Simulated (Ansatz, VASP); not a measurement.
## GaN: VASP beside Ansatz

POSCAR

```
GaN
1.0
    0.0000000000      2.1296003866      2.1296003866
    2.1296003866      0.0000000000      2.1296003866
    2.1296003866      2.1296003866      0.0000000000
Ga N
1 1
Direct
    0.0000000000      0.0000000000      0.0000000000
    0.5000000000      0.5000000000      0.5000000000
```

Contents of INCAR.step1:

```
  PREC = Accurate
  ENCUT = 520
  ISMEAR = 0
  SIGMA = 0.01
  LREAL = False
  LASPH = True
  NELM = 60
  NBANDS = 16
  GGA = PE
  ALGO = Normal
  EDIFF = 1E-4
  LWAVE = True
  LCHARG = False
```

File INCAR.step2:

```
  PREC = Accurate
  ENCUT = 520
  EDIFF = 1E-6
  ISMEAR = 0
  SIGMA = 0.01
  LREAL = False
  LASPH = True
  NELM = 60
  ALGO = Normal
  ISIF = 2
  LWAVE = False
  LCHARG = False
  METAGGA = R2SCAN
  LMIXTAU = True
  NBANDS = 16
  ISTART = 1
```

File KPOINTS:

```
regular mesh
0
Gamma
  10 10 10
```

Input for Ansatz:

```yaml
crystal:
  lattice:
    - [0.0, 2.1296003866, 2.1296003866]
    - [2.1296003866, 0.0, 2.1296003866]
    - [2.1296003866, 2.1296003866, 0.0]
  atoms:
    - { symbol: Ga, position: [0.0, 0.0, 0.0] }
    - { symbol: "N", position: [0.5, 0.5, 0.5] }
kpoints:
  mp_grid: { grid: [10, 10, 10] }
  band_path:
    path:
      - [0.0, 0.0, 0.0]
      - [0.5, 0.0, 0.5]
      - [0.625, 0.25, 0.625]
      - [0.375, 0.375, 0.75]
      - [0.5, 0.5, 0.5]
      - [0.5, 0.25, 0.75]
      - [0.0, 0.174479, -0.174479]
      - [0.0, 0.5, 0.5]
    npoints: 1
hamiltonian:
  xc: r2scan
scf:
  occupations: { method: fixed }
  n_extra_bands: 4
output:
  forces: true
  stress: true
  eigenvalues: true
```

Change from the starting cell: hydrostatic strain +1.0%.

Alike in both runs: task single point; functional r2SCAN; k mesh 10 × 10 × 10; no spin polarisation.

|  | VASP | Ansatz |
| --- | --- | --- |
| version | VASP 6.6.1 | Ansatz 0.2.0 |
| potentials or method | VASP PAW PBE potentials, release 64 (Ga_d, N) | plane waves, PAW |
| plane-wave cutoff (eV) | 520 | 500 |
| occupations | gaussian, width 0.01 eV | fixed |
| valence electrons in the cell | 18 | 18 |

Ansatz gave:

```
gap on the k mesh at the Fermi level (eV) : 1.00
pressure (GPa)                            : -6.8
```

Question: Which values does VASP return?

Answer: gap on the k mesh at the Fermi level (eV): 0.98; pressure (GPa): -5.7.

VASP's potentials were made for PBE, not for r2SCAN.
